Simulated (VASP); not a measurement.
# GaMo (P4/nmm) in VASP: a series of runs

GaMo is run at these levels: PBE; tasks: relaxation of shape and atoms at fixed volume, single point.

Program: VASP 6.6.1. These are calculated values, not measurements. Logs are shortened: lines on timing, memory, paths and dates and some standing lists are left out, and cuts for length are marked.

### Step 1. The cell of the first run

Symmetry: P4/nmm, No. 129, tetragonal system. The conventional cell has a = 3.156 Å, b = 3.156 Å, c = 5.494 Å, α = 90.00°, β = 90.00°, γ = 90.00°. Within 3.4 Å of Ga (site symmetry 4mm) lie 8 Ga at 2.59 to 3.16 Å and 6 Mo at 2.65 to 2.75 Å. Within 3.4 Å of Mo (site symmetry 4mm) lie 8 Mo at 2.59 to 3.16 Å and 6 Ga at 2.65 to 2.75 Å.

### Step 2. Relaxation of shape and atoms at fixed volume, PBE (13.69 Å³/atom)

INCAR

```
SYSTEM = GaMo
ALGO = Fast
EDIFF = 1E-7
EDIFFG = -0.01
ENCUT = 600
GGA = PE
IBRION = 2
ISIF = 4
ISMEAR = 0
LASPH = .True.
LCHARG = .False.
LREAL = .False.
LWAVE = .False.
NELM = 60
NSW = 50
PREC = Accurate
SIGMA = 0.1
```

KPOINTS

```
k-points
0
Gamma
  12 12 6
  0 0 0
```

POSCAR

```
GaMo
1.0
    3.1564521717      0.0000000000      0.0000000000
    0.0000000000      3.1564521717      0.0000000000
    0.0000000000      0.0000000000      5.4942515616
Ga Mo
2 2
Direct
    0.0000000000      0.5000000000      0.6189951728
    0.5000000000      0.0000000000      0.3810048272
    0.5000000000      0.0000000000      0.8802388441
    0.0000000000      0.5000000000      0.1197611559
```

Potentials or basis: VASP PAW PBE potentials, release 64 (Ga_d, Mo_sv).

The run is started by

```console
$ cat potpaw_PBE.64/Ga_d/POTCAR potpaw_PBE.64/Mo_sv/POTCAR > POTCAR
$ mpirun -np 1 vasp_std > vasp.out
```

OUTCAR:

```text
SYSTEM = GaMo
   EDIFF = 1E-7
   EDIFFG = -0.01
   ENCUT = 600
   GGA = PE
   IBRION = 2
   ISIF = 4
   ISMEAR = 0
   LASPH = .True.
   LREAL = .False.
   NELM = 60
   NSW = 50
   PREC = Accurate

 ion  position               nearest neighbor table
   1  0.000  0.500  0.619-   2 2.59   2 2.59   2 2.59   2 2.59   3 2.65   3 2.65   3 2.65   3 2.65
                             4 2.74   4 2.75
   2  0.500  0.000  0.381-   1 2.59   1 2.59   1 2.59   1 2.59   4 2.65   4 2.65   4 2.65   4 2.65
                             3 2.74   3 2.75
   3  0.500  0.000  0.880-   4 2.59   4 2.59   4 2.59   4 2.59   1 2.65   1 2.65   1 2.65   1 2.65
                             2 2.74   2 2.75
   4  0.000  0.500  0.120-   3 2.59   3 2.59   3 2.59   3 2.59   2 2.65   2 2.65   2 2.65   2 2.65
                             1 2.74   1 2.75

  LATTYP: Found a simple tetragonal cell.
 ALAT       =     3.1564521717
 C/A-ratio  =     1.7406414743

  Lattice vectors:

 A1 = (   3.1564521717,   0.0000000000,   0.0000000000)
 A2 = (   0.0000000000,   3.1564521717,   0.0000000000)
 A3 = (   0.0000000000,   0.0000000000,   5.4942515616)

Analysis of symmetry for initial positions (statically):
=====================================================================
 Subroutine PRICEL returns:
 Original cell was already a primitive cell.

 Routine SETGRP: Setting up the symmetry group for a
 simple tetragonal supercell.

 Subroutine GETGRP returns: Found 16 space group operations
 (whereof  8 operations were pure point group operations)
 out of a pool of 16 trial point group operations.

The static configuration has the point symmetry D_2d.
 The point group associated with its full space group is D_4h.

Analysis of symmetry for dynamics (positions and initial velocities):
=====================================================================
 Subroutine PRICEL returns:
 Original cell was already a primitive cell.

 Routine SETGRP: Setting up the symmetry group for a
 simple tetragonal supercell.

 Subroutine GETGRP returns: Found 16 space group operations
 (whereof  8 operations were pure point group operations)
 out of a pool of 16 trial point group operations.

The dynamic configuration has the point symmetry D_2d.
 The point group associated with its full space group is D_4h.

 Subroutine INISYM returns: Found 16 space group operations
 (whereof  8 operations are pure point group operations),
 and found     1 'primitive' translations

----------------------------------------------------------------------------------------

                                     Primitive cell

  volume of cell :      54.7403

  direct lattice vectors                    reciprocal lattice vectors
     3.156452172  0.000000000  0.000000000     0.316811390  0.000000000  0.000000000
     0.000000000  3.156452172  0.000000000     0.000000000  0.316811390  0.000000000
     0.000000000  0.000000000  5.494251562     0.000000000  0.000000000  0.182008412

  length of vectors
     3.156452172  3.156452172  5.494251562     0.316811390  0.316811390  0.182008412

  position of ions in fractional coordinates (direct lattice)
     0.000000000  0.500000000  0.618995173
     0.500000000  0.000000000  0.381004827
     0.500000000  0.000000000  0.880238844
     0.000000000  0.500000000  0.119761156

  ion indices of the primitive-cell ions
   primitive index   ion index
                 1           1
                 2           2
                 3           3
                 4           4

----------------------------------------------------------------------------------------

 KPOINTS: k-points

Automatic generation of k-mesh.
 Grid dimensions read from file:
 generate k-points for:   12   12    6

 Generating k-lattice:

  Cartesian coordinates                     Fractional coordinates (reciprocal lattice)
     0.026400949  0.000000000  0.000000000     0.083333333  0.000000000  0.000000000
     0.000000000  0.026400949  0.000000000     0.000000000  0.083333333  0.000000000
     0.000000000  0.000000000  0.030334735     0.000000000  0.000000000  0.166666667

  Length of vectors
     0.026400949  0.026400949  0.030334735

  Shift w.r.t. Gamma in fractional coordinates (k-lattice)
     0.000000000  0.000000000  0.000000000

 Subroutine IBZKPT returns following result:
 ===========================================

 Found    112 irreducible k-points:

 Following reciprocal coordinates:
            Coordinates               Weight
  0.000000  0.000000  0.000000      1.000000
  0.083333  0.000000  0.000000      4.000000
  0.166667  0.000000  0.000000      4.000000
  0.250000  0.000000  0.000000      4.000000
  0.333333  0.000000  0.000000      4.000000
  0.416667  0.000000  0.000000      4.000000
[... 16 lines left out ...]
  0.333333  0.333333  0.000000      4.000000
  0.416667  0.333333  0.000000      8.000000
 [... further k-points ...]
   k-points           NKPTS =    112   k-points in BZ     NKDIM =    112   number of bands    NBANDS=     32
   number of dos      NEDOS =    301   number of ions     NIONS =      4
   total plane-waves  NPLWV =  37632
   dimension x,y,z NGX =    28 NGY =   28 NGZ =   48
   dimension x,y,z NGXF=    56 NGYF=   56 NGZF=   96
   ions per type =               2   2
   NGX,Y,Z   is equivalent  to a cutoff of  14.75, 14.75, 14.52 a.u.
   NGXF,Y,Z  is equivalent  to a cutoff of  29.49, 29.49, 29.05 a.u.
 SYSTEM =  GaMo
   PREC   = accura    normal or accurate (medium, high low for compatibility)
   ISTART =      0    job   : 0-new  1-cont  2-samecut
   ICHARG =      2    charge: 1-file 2-atom 10-const
   ISPIN  =      1    spin polarized calculation?
   LNONCOLLINEAR =      F non collinear calculations
   LSORBIT =      F    spin-orbit coupling
   LASPH  =      T    aspherical Exc in radial PAW
   ENCUT  =  600.0 eV  44.10 Ry    6.64 a.u.   6.30  6.30 10.97*2*pi/ulx,y,z
   NELM   =     60;   NELMIN=  2; NELMDL= -5     # of ELM steps
   EDIFF  = 0.1E-06   stopping-criterion for ELM
   LREAL  =      F    real-space projection
   EDIFFG = -.1E-01   stopping-criterion for IOM
   NSW    =     50    number of steps for IOM
   IBRION =      2    ionic relax: 0-MD 1-quasi-New 2-CG
   NFREE  =      1    steps in history (QN), initial steepest desc. (CG)
   ISIF   =      4    stress and relaxation
   ISYM   =      2    0-nonsym 1-usesym 2-fastsym
   POTIM  = 0.5000    time-step for ionic-motion
   TEBEG  =    0.0;   TEEND  =   0.0 temperature during run
   PSTRESS=    0.0 pullay stress
   NELECT =      54.0000    total number of electrons
   NUPDOWN=      -1.0000    fix difference up-down
   EMIN   =  10.00;   EMAX   =-10.00  energy-range for DOS
   EFERMI =   0.00;   METHOD = LEGACY
   ISMEAR =     0;   SIGMA  =   0.10  broadening in eV -4-tet -1-fermi 0-gaus
   EFERMI_NEDOS =   21; number of points for ismear=-14 and -15
   IALGO  =     68    algorithm
   IMIX   =      4    mixing-type and parameters
     AMIX     =   0.40;   BMIX     =  1.00
     AMIX_MAG =   1.60;   BMIX_MAG =  1.00
  volume/ion in A,a.u.               =      13.69        92.35
  Fermi-wavevector in a.u.,A,eV,Ry     =   1.629685  3.079659 36.135364  2.655874
  Thomas-Fermi vector in A             =   2.722111
   LORBIT       =      0    0 simple, 1 ext, 2 COOP (PROOUT), +10 PAW based schemes
   GGA     = PE    functional components
   LHFCALC =     F    Hartree Fock is set to
   AEXX    =    0.0000 exact exchange contribution
   IVDW    =     0    specifies the selected vdW correction
   LEPSILON=     F    determine dielectric tensor
   LRPA    =     F    only Hartree local field effects (RPA)
 conjugate gradient relaxation of ions
 non-spin polarized calculation
 RMM-DIIS sequential band-by-band and
 Gauss-broadening in eV      SIGMA  =   0.10
  energy-cutoff  :      600.00
  volume of cell :       54.74
 maximum number of plane-waves:      1852
 NGX is ok and might be reduce to    28
   NGX = 13   NGY = 13   NGZ = 21

--------------------------------------- Ionic step        1  -------------------------------------------

 number of electron      54.0000020 magnetization

 Free energy of the ion-electron system (eV)
  ---------------------------------------------------
  ext. energy  EPLUGINS =         0.00000000
  ---------------------------------------------------
  free energy    TOTEN  =       -27.32981273 eV

  energy without entropy =      -27.31981647  energy(sigma->0) =      -27.32481460

------------------------ aborting loop because EDIFF is reached ----------------------------------------

  FORCE on cell =-STRESS in cart. coord.  units (eV):
  Direction    XX          YY          ZZ          XY          YZ          ZX
  --------------------------------------------------------------------------------------
  -------------------------------------------------------------------------------------
  Total        9.9937470      9.9937470     10.2515026      0.0000000      0.0000000      0.0000000
  in kB      292.5041073    292.5041073    300.0482812      0.0000000      0.0000000      0.0000000
  external PRESSURE =     295.0188319 kB  Pullay stress =       0.0000000 kB
[... 99 lines left out ...]
  energy  without entropy=      -27.3217580147  energy(sigma->0) =      -27.32666442

--------------------------------------- Ionic step        4  -------------------------------------------

 number of electron      54.0000018 magnetization

 Free energy of the ion-electron system (eV)
  ---------------------------------------------------
  ext. energy  EPLUGINS =         0.00000000
  ---------------------------------------------------
  free energy    TOTEN  =       -27.33174400 eV

  energy without entropy =      -27.32204161  energy(sigma->0) =      -27.32689281

 E-fermi :  11.3745     XC(G=0): -13.4537

 val. band max:       11.3601138518   @ k =   0.3333   0.0833   0.5000
 cond. band min:      11.3754339165   @ k =   0.0000   0.0000   0.5000
 fundamental gap:      0.0153200647
 Fermi energy:        11.3744928107

 k-point     1 :       0.0000    0.0000    0.0000
  band No.  band energies     occupation
      1     -49.2568      2.00000
      2     -48.8584      2.00000
      3     -23.5576      2.00000
      4     -23.5576      2.00000
      5     -23.4642      2.00000
      6     -22.9729      2.00000
[... 829 lines left out ...]
     31      14.1423      0.00000
     32      14.5756      0.00000

 [... further k-points ...]

------------------------ aborting loop because EDIFF is reached ----------------------------------------

  FORCE on cell =-STRESS in cart. coord.  units (eV):
  Direction    XX          YY          ZZ          XY          YZ          ZX
  --------------------------------------------------------------------------------------
  -------------------------------------------------------------------------------------
  Total        9.9738159      9.9738159      9.9682504      0.0000000      0.0000000      0.0000000
  in kB      291.9207482    291.9207482    291.7578529      0.0000000      0.0000000      0.0000000
  external PRESSURE =     291.8664497 kB  Pullay stress =       0.0000000 kB
[... 19 lines left out ...]
  FREE ENERGIE OF THE ION-ELECTRON SYSTEM (eV)
  ---------------------------------------------------
  free  energy   TOTEN  =       -27.3317440033 eV

  energy  without entropy=      -27.3220416069  energy(sigma->0) =      -27.32689281

 reached required accuracy - stopping structural energy minimisation
```

It took 21 min on 1 thread of Intel Xeon 8259CL, shared host; peak memory 0.32 GiB.

Results:

- Free energy: -27.3317 eV
- Energy gained by relaxing: 0.5 meV/atom
- Ionic steps: 4
- Pressure after relaxing: 29.2 GPa
- Largest force after relaxing: 0.004 eV/Å
- Band gap on the k mesh: zero (bands 27 and 28 overlap by 2.35 eV)

Forces on the atoms (eV/Å):
```
Ga   0.000  0.000 -0.004
Ga   0.000  0.000  0.004
Mo   0.000  0.000  0.002
Mo   0.000  0.000 -0.002
```

Step by step:
```csv
step,energy change (eV),largest force (eV/Å),pressure (GPa),volume (Å³)
1,0.0000,0.2123,29.50,54.74
2,-0.0010,0.1905,29.05,54.74
3,-0.0018,0.0462,29.22,54.74
4,-0.0019,0.0043,29.19,54.74
```

Final structure:
```
CELL_PARAMETERS angstrom
3.15332 0.00000 0.00000
0.00000 3.15332 0.00000
0.00000 0.00000 5.50517
ATOMIC_POSITIONS crystal
Ga 0.00000 0.50000 0.61804
Ga 0.50000 0.00000 0.38196
Mo 0.50000 0.00000 0.87926
Mo 0.00000 0.50000 0.12074
```

(Continued in part 2 of 2.)

The gap in the log of VASP goes by the Fermi energy; the results here count the filled bands.